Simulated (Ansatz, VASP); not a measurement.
# MnS: VASP beside Ansatz

```xyz
2
Lattice="0.0000 2.5215 2.5215 2.5215 0.0000 2.5215 2.5215 2.5215 0.0000" Properties=species:S:1:pos:R:3 pbc="T T T"
Mn    0.0000    0.0000    0.0000
S     1.2608    1.2608    1.2608
```

Alike in both runs: task single point; functional PBE; k mesh 10 × 10 × 10; occupations gaussian, width 0.05 eV; no spin polarisation.

|  | VASP | Ansatz |
| --- | --- | --- |
| version | VASP 6.6.1 | Ansatz 0.2.0 |
| potentials or method | VASP PAW PBE potentials, release 64 (Mn_pv, S), cutoff 520 eV | scalar-relativistic, plane waves, PAW |
| valence electrons in the cell | 19 | 21 |

```csv
,VASP,Ansatz,Ansatz less VASP
gap on the k mesh at the Fermi level (eV),none,none,-
pressure (GPa),-4.6,-4.7,-0.13
```

A gap of «none» marks a metal or a gap that the smearing closes. The functional is the same, so the differences come from potentials, cutoffs and numerics. VASP's potentials hold 19 valence electrons a cell and Ansatz's 21, so a difference there can come from the potentials and not from the codes.
